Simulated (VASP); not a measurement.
# Ca2BPb (P4/mmm) in VASP: notebook, part 2 of 2

VASP 6.6.1. Earlier steps stand in the parts before.

### Step 3. Relaxation of cell and atoms, PBE

This run uses another cell than the first one, of 20.61 Å³/atom.

Contents of INCAR:

```
SYSTEM = Ca2BPb
PREC = Accurate ; ENCUT = 600
EDIFF = 1E-6 ; ISMEAR = 0
SIGMA = 0.1 ; LREAL = .FALSE.
LASPH = .TRUE. ; NELM = 100
ALGO = Normal ; ISIF = 3
LWAVE = .FALSE. ; LCHARG = .FALSE.
GGA = PE ; IBRION = 2
NSW = 90 ; EDIFFG = -0.04
```

Contents of KPOINTS:

```
Automatic mesh
0
G
  4 4 4
  0 0 0
```

Contents of POSCAR:

```
Ca2BPb
1.0
    4.2636515800      0.0000000000      0.0000000000
    0.0000000000      4.2636515800      0.0000000000
    0.0000000000      0.0000000000      4.5349861200
Ca B Pb
2 1 1
Direct
    0.5000000000      0.0000000000      0.5000000000
    0.0000000000      0.5000000000      0.5000000000
    0.0000000000      0.0000000000      0.0000000000
    0.5000000000      0.5000000000      0.0000000000
```

Potentials or basis: VASP PAW PBE potentials, release 64 (Ca_sv, B, Pb_d).

Command:

```sh
cat potpaw_PBE.64/Ca_sv/POTCAR potpaw_PBE.64/B/POTCAR potpaw_PBE.64/Pb_d/POTCAR > POTCAR
mpirun -np 1 vasp_std > vasp.out
```

OUTCAR:

```text
SYSTEM = Ca2BPb
   PREC = Accurate
   ENCUT = 600
   EDIFF = 1E-6
   ISMEAR = 0
   LREAL = .FALSE.
   LASPH = .TRUE.
   NELM = 100
   ISIF = 3
   GGA = PE
   IBRION = 2
   NSW = 90
   EDIFFG = -0.04

 ion  position               nearest neighbor table
   1  0.500  0.000  0.500-   2 3.01   2 3.01   2 3.01   2 3.01   4 3.11   4 3.11   4 3.11   4 3.11

   2  0.000  0.500  0.500-   1 3.01   1 3.01   1 3.01   1 3.01   4 3.11   4 3.11   4 3.11   4 3.11

   3  0.000  0.000  0.000-   4 3.01   4 3.01   4 3.01   4 3.01
   4  0.500  0.500  0.000-   3 3.01   3 3.01   3 3.01   3 3.01   2 3.11   1 3.11   2 3.11   1 3.11
                             2 3.11   1 3.11   2 3.11   1 3.11

  LATTYP: Found a simple tetragonal cell.
 ALAT       =     4.2636515800
 C/A-ratio  =     1.0636390040

  Lattice vectors:

 A1 = (   4.2636515800,   0.0000000000,   0.0000000000)
 A2 = (   0.0000000000,   4.2636515800,   0.0000000000)
 A3 = (   0.0000000000,   0.0000000000,   4.5349861200)

Analysis of symmetry for initial positions (statically):
=====================================================================
 Subroutine PRICEL returns:
 Original cell was already a primitive cell.

 Routine SETGRP: Setting up the symmetry group for a
 simple tetragonal supercell.

 Subroutine GETGRP returns: Found 16 space group operations
 (whereof 16 operations were pure point group operations)
 out of a pool of 16 trial point group operations.

The static configuration has the point symmetry D_4h.

Analysis of symmetry for dynamics (positions and initial velocities):
=====================================================================
 Subroutine PRICEL returns:
 Original cell was already a primitive cell.

 Routine SETGRP: Setting up the symmetry group for a
 simple tetragonal supercell.

 Subroutine GETGRP returns: Found 16 space group operations
 (whereof 16 operations were pure point group operations)
 out of a pool of 16 trial point group operations.

The dynamic configuration has the point symmetry D_4h.

 Subroutine INISYM returns: Found 16 space group operations
 (whereof 16 operations are pure point group operations),
 and found     1 'primitive' translations

----------------------------------------------------------------------------------------

                                     Primitive cell

  volume of cell :      82.4403

  direct lattice vectors                    reciprocal lattice vectors
     4.263651580  0.000000000  0.000000000     0.234540741  0.000000000  0.000000000
     0.000000000  4.263651580  0.000000000     0.000000000  0.234540741  0.000000000
     0.000000000  0.000000000  4.534986120     0.000000000  0.000000000  0.220507841

  length of vectors
     4.263651580  4.263651580  4.534986120     0.234540741  0.234540741  0.220507841

  position of ions in fractional coordinates (direct lattice)
     0.500000000  0.000000000  0.500000000
     0.000000000  0.500000000  0.500000000
     0.000000000  0.000000000  0.000000000
     0.500000000  0.500000000  0.000000000

  ion indices of the primitive-cell ions
   primitive index   ion index
                 1           1
                 2           2
                 3           3
                 4           4

----------------------------------------------------------------------------------------

 KPOINTS: Automatic mesh

Automatic generation of k-mesh.
 Grid dimensions read from file:
 generate k-points for:    4    4    4

 Generating k-lattice:

  Cartesian coordinates                     Fractional coordinates (reciprocal lattice)
     0.058635185  0.000000000  0.000000000     0.250000000  0.000000000  0.000000000
     0.000000000  0.058635185  0.000000000     0.000000000  0.250000000  0.000000000
     0.000000000  0.000000000  0.055126960     0.000000000  0.000000000  0.250000000

  Length of vectors
     0.058635185  0.058635185  0.055126960

  Shift w.r.t. Gamma in fractional coordinates (k-lattice)
     0.000000000  0.000000000  0.000000000

 Subroutine IBZKPT returns following result:
 ===========================================

 Found     18 irreducible k-points:

 Following reciprocal coordinates:
            Coordinates               Weight
  0.000000  0.000000  0.000000      1.000000
  0.250000  0.000000  0.000000      4.000000
  0.500000  0.000000  0.000000      2.000000
  0.250000  0.250000  0.000000      4.000000
  0.500000  0.250000  0.000000      4.000000
  0.500000  0.500000  0.000000      1.000000
[... 10 lines left out ...]
  0.500000  0.250000  0.500000      4.000000
  0.500000  0.500000  0.500000      1.000000
   k-points           NKPTS =     18   k-points in BZ     NKDIM =     18   number of bands    NBANDS=     22
   number of dos      NEDOS =    301   number of ions     NIONS =      4
   total plane-waves  NPLWV =  46656
   dimension x,y,z NGX =    36 NGY =   36 NGZ =   36
   dimension x,y,z NGXF=    72 NGYF=   72 NGZF=   72
   ions per type =               2   1   1
   NGX,Y,Z   is equivalent  to a cutoff of  14.04, 14.04, 13.20 a.u.
   NGXF,Y,Z  is equivalent  to a cutoff of  28.07, 28.07, 26.39 a.u.
 SYSTEM =  Ca2BPb
   PREC   = accura    normal or accurate (medium, high low for compatibility)
   ISTART =      0    job   : 0-new  1-cont  2-samecut
   ICHARG =      2    charge: 1-file 2-atom 10-const
   ISPIN  =      1    spin polarized calculation?
   LNONCOLLINEAR =      F non collinear calculations
   LSORBIT =      F    spin-orbit coupling
   LASPH  =      T    aspherical Exc in radial PAW
   ENCUT  =  600.0 eV  44.10 Ry    6.64 a.u.   8.52  8.52  9.06*2*pi/ulx,y,z
   NELM   =    100;   NELMIN=  2; NELMDL= -5     # of ELM steps
   EDIFF  = 0.1E-05   stopping-criterion for ELM
   LREAL  =      F    real-space projection
   EDIFFG = -.4E-01   stopping-criterion for IOM
   NSW    =     90    number of steps for IOM
   IBRION =      2    ionic relax: 0-MD 1-quasi-New 2-CG
   NFREE  =      1    steps in history (QN), initial steepest desc. (CG)
   ISIF   =      3    stress and relaxation
   ISYM   =      2    0-nonsym 1-usesym 2-fastsym
   POTIM  = 0.5000    time-step for ionic-motion
   TEBEG  =    0.0;   TEEND  =   0.0 temperature during run
   PSTRESS=    0.0 pullay stress
   NELECT =      37.0000    total number of electrons
   NUPDOWN=      -1.0000    fix difference up-down
   EMIN   =  10.00;   EMAX   =-10.00  energy-range for DOS
   EFERMI =   0.00;   METHOD = LEGACY
   ISMEAR =     0;   SIGMA  =   0.10  broadening in eV -4-tet -1-fermi 0-gaus
   EFERMI_NEDOS =   21; number of points for ismear=-14 and -15
   IALGO  =     38    algorithm
   IMIX   =      4    mixing-type and parameters
     AMIX     =   0.40;   BMIX     =  1.00
     AMIX_MAG =   1.60;   BMIX_MAG =  1.00
  volume/ion in A,a.u.               =      20.61       139.08
  Fermi-wavevector in a.u.,A,eV,Ry     =   1.253417  2.368615 21.375493  1.571054
  Thomas-Fermi vector in A             =   2.387271
   LORBIT       =      0    0 simple, 1 ext, 2 COOP (PROOUT), +10 PAW based schemes
   GGA     = PE    functional components
   LHFCALC =     F    Hartree Fock is set to
   AEXX    =    0.0000 exact exchange contribution
   IVDW    =     0    specifies the selected vdW correction
   LEPSILON=     F    determine dielectric tensor
   LRPA    =     F    only Hartree local field effects (RPA)
 conjugate gradient relaxation of ions
 non-spin polarized calculation
 Gauss-broadening in eV      SIGMA  =   0.10
  energy-cutoff  :      600.00
  volume of cell :       82.44
 maximum number of plane-waves:      2764
 NGX is ok and might be reduce to    36
   NGX = 17   NGY = 17   NGZ = 19

--------------------------------------- Ionic step        1  -------------------------------------------

 number of electron      36.9999994 magnetization

 Free energy of the ion-electron system (eV)
  ---------------------------------------------------
  ext. energy  EPLUGINS =         0.00000000
  ---------------------------------------------------
  free energy    TOTEN  =       -12.28587971 eV

  energy without entropy =      -12.27461170  energy(sigma->0) =      -12.28024570

 E-fermi :   5.9143     XC(G=0): -10.3015

 val. band max:        5.8426108009   @ k =   0.2500   0.0000   0.5000
 cond. band min:       5.9430271157   @ k =   0.5000   0.0000   0.5000
 fundamental gap:      0.1004163148
 Fermi energy:         5.9142782994

 k-point     1 :       0.0000    0.0000    0.0000
  band No.  band energies     occupation
      1     -35.2075      2.00000
      2     -34.9920      2.00000
      3     -16.6041      2.00000
      4     -16.6041      2.00000
      5     -16.1959      2.00000
      6     -15.9658      2.00000
[... 546 lines left out ...]
  FREE ENERGIE OF THE ION-ELECTRON SYSTEM (eV)
  ---------------------------------------------------
  free  energy   TOTEN  =       -12.5940957426 eV

  energy  without entropy=      -12.5800072701  energy(sigma->0) =      -12.58705151

[... ionic steps 4 to 11 ...]

--------------------------------------- Ionic step       12  -------------------------------------------

 number of electron      36.9999996 magnetization

------------------------ aborting loop because EDIFF is reached ----------------------------------------
[... 71 lines left out ...]
--------------------------------------- Ionic step       14  -------------------------------------------

 number of electron      36.9999998 magnetization

 Free energy of the ion-electron system (eV)
  ---------------------------------------------------
  ext. energy  EPLUGINS =         0.00000000
  ---------------------------------------------------
  free energy    TOTEN  =       -12.95575594 eV

  energy without entropy =      -12.94958750  energy(sigma->0) =      -12.95267172

 E-fermi :   4.3403     XC(G=0):  -9.5494

 val. band max:        4.3387823182   @ k =   0.5000   0.0000   0.2500
 cond. band min:       4.4792282296   @ k =   0.2500   0.2500   0.0000
 fundamental gap:      0.1404459114
 Fermi energy:         4.3403040972

 k-point     1 :       0.0000    0.0000    0.0000
  band No.  band energies     occupation
      1     -36.6172      2.00000
      2     -36.5848      2.00000
      3     -17.7646      2.00000
      4     -17.7646      2.00000
      5     -17.5936      2.00000
      6     -17.5535      2.00000
[... 470 lines left out ...]
  FREE ENERGIE OF THE ION-ELECTRON SYSTEM (eV)
  ---------------------------------------------------
  free  energy   TOTEN  =       -12.9557559415 eV

  energy  without entropy=      -12.9495875035  energy(sigma->0) =      -12.95267172

 reached required accuracy - stopping structural energy minimisation
```

It took 3.2 min on 1 thread of Intel Xeon 6975P-C (Granite Rapids), shared host; peak memory 0.23 GiB.

Results:

```yaml
Free_energy: -12.9558 eV
Relaxed_volume: 24.53 Å³/atom
Relaxed_cell: a = 5.041 Å, b = 5.041 Å, c = 3.861 Å, α = 90.00°, β = 90.00°, γ = 90.00°
Space_group_after_relaxing_to_0.1_Å: P4/mmm (No. 123)
Energy_gained_by_relaxing: 167.5 meV/atom
Ionic_steps: 14
Pressure_after_relaxing: 0.1 GPa
Band_gap_on_the_k_mesh: zero (an odd number of electrons rules out a gap without spin polarisation)
```

Stress tensor (GPa, compression positive):
```
0.03 0.00 0.00
0.00 0.03 0.00
0.00 0.00 0.12
```

The path:
```tsv
step	energy change (eV)	largest force (eV/Å)	pressure (GPa)	volume (Å³)
1	0.0000	0.0000	5.96	82.44
2	-0.2748	0.0000	0.79	91.88
3	-0.3082	0.0000	-0.84	96.21
4	-0.3092	0.0000	-1.16	97.14
5	-0.3692	0.0000	-0.45	96.27
6	-0.3923	0.0000	0.13	95.63
7	-0.4793	0.0000	1.18	94.18
8	-0.5822	0.0000	3.97	90.63
9	-0.5948	0.0000	3.20	91.61
10	-0.5941	0.0000	3.48	91.25
11	-0.6198	0.0000	2.88	92.47
12	-0.6237	0.0000	2.49	93.34
13	-0.6458	0.0000	1.76	94.67
14	-0.6699	0.0000	0.06	98.14
```

Final structure:
```
CELL_PARAMETERS angstrom
5.04143 0.00000 0.00000
0.00000 5.04143 0.00000
0.00000 0.00000 3.86119
ATOMIC_POSITIONS crystal
Ca 0.50000 0.00000 0.50000
Ca 0.00000 0.50000 0.50000
B 0.00000 0.00000 0.00000
Pb 0.50000 0.50000 0.00000
```

Levels at points of the mesh, in eV from the Fermi level:
```
           k point  band 17  band 18  band 19  band 20  band 21  band 22
(0.00, 0.00, 0.00)    -1.36     1.33     1.38     1.47     1.53     2.50
(0.50, 0.00, 0.00)    -0.59    -0.58    -0.18     1.26     1.33     2.38
(0.50, 0.50, 0.00)    -3.39     0.69     0.83     1.67     1.67     2.16
(0.00, 0.00, 0.50)    -1.74    -1.74    -1.43     1.62     1.62     1.89
(0.50, 0.00, 0.50)    -1.52    -0.62    -0.22     0.77     0.78     2.69
(0.50, 0.50, 0.50)    -1.70    -1.70    -0.84     1.08     1.08     3.75
```

Caveat: the k points lie up to 0.41 Å⁻¹ apart in the final cell, too coarse for converged energies and pressures of a metal; the volume moved by over 15 % at a fixed basis, so the end points are rough; spin-orbit coupling is left out, which moves the levels of the heavy elements.
